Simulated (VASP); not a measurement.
Input of a VASP 6.6.1 run:

The input INCAR:

```
SYSTEM = InSe
PREC = Accurate
ENCUT = 520
EDIFF = 1E-6
ISMEAR = -1
SIGMA = 0.05
LREAL = .False.
LASPH = .True.
NELM = 100
ALGO = Normal
ISIF = 2
LWAVE = .False.
LCHARG = .False.
GGA = PS
NBANDS = 27
```

File KPOINTS:

```
regular mesh
0
Gamma
  8 8 8
  0 0 0
```

Contents of POSCAR:

```
InSe
1.0
    1.8894461227      1.0908722276      7.6970975573
   -1.8894461227      1.0908722276      7.6970975573
    0.0000000000     -2.1817444551      7.6970975573
In Se
2 2
Direct
    0.8867797364      0.8867797364      0.8867797364
    0.0016256650      0.0016256650      0.0016256650
    0.1621629280      0.1621629280      0.1621629280
    0.3934316705      0.3934316705      0.3934316705
```

Potentials or basis: VASP PAW PBE potentials, release 64 (In_d, Se).

Command:

```bash
$ cat potpaw_PBE.64/In_d/POTCAR potpaw_PBE.64/Se/POTCAR > POTCAR
$ mpirun -np 1 vasp_std > vasp.out
```

**Question.** Estimate the largest force.

**Answer.** 0.025 eV/Å.

**Question.** What does it give for the band gap on the k mesh?

**Answer.** 0.68 eV (least direct gap 0.93 eV).

Forces in eV/Å, atoms in the order of the input:
```
In   0.000  0.000  0.024
In   0.000  0.000 -0.025
Se   0.000  0.000 -0.024
Se   0.000  0.000  0.025
```

Caveat: the PAW data sets were made with another functional, which shifts forces and pressure a little; spin-orbit coupling is left out, which moves the levels of the heavy elements. A k mesh can miss the band edges.
